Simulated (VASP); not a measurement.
A run of VASP 6.6.1:

The input INCAR:

```
  PREC = Accurate
  ENCUT = 520
  EDIFF = 1E-6
  ISMEAR = 0
  SIGMA = 0.1
  LREAL = F
  LASPH = T
  NELM = 100
  ALGO = Normal
  ISIF = 2
  LWAVE = F
  LCHARG = F
  GGA = PE
  IVDW = 12
  NBANDS = 10
```

Contents of KPOINTS:

```
regular mesh
0
Gamma
  18 18 10
```

File POSCAR:

```
Al
1.0
    2.8151780395      0.0000000000      0.0000000000
   -1.4075890197      2.4380156984      0.0000000000
    0.0000000000      0.0000000000      4.6962412569
Al
2
Direct
    0.6666666667      0.3333333333      0.7500000000
    0.3333333333      0.6666666667      0.2500000000
```

Potentials or basis: VASP PAW PBE potentials, release 64 (Al).

Command:

```console
$ cat potpaw_PBE.64/Al/POTCAR > POTCAR
$ mpirun -np 1 vasp_std > vasp.out
```

Hardware: 1 thread of Intel(R) Xeon(R) Platinum 8175M CPU @ 2.50GHz (Skylake/Cascade Lake), with other jobs on the host.

Problem. Estimate the wall time of this run.

Solution. It took 70 s on 1 thread of Intel(R) Xeon(R) Platinum 8175M CPU @ 2.50GHz (Skylake/Cascade Lake), on a shared host, peak memory 0.2 GiB. Counts: scf iterations 10, k points 222.
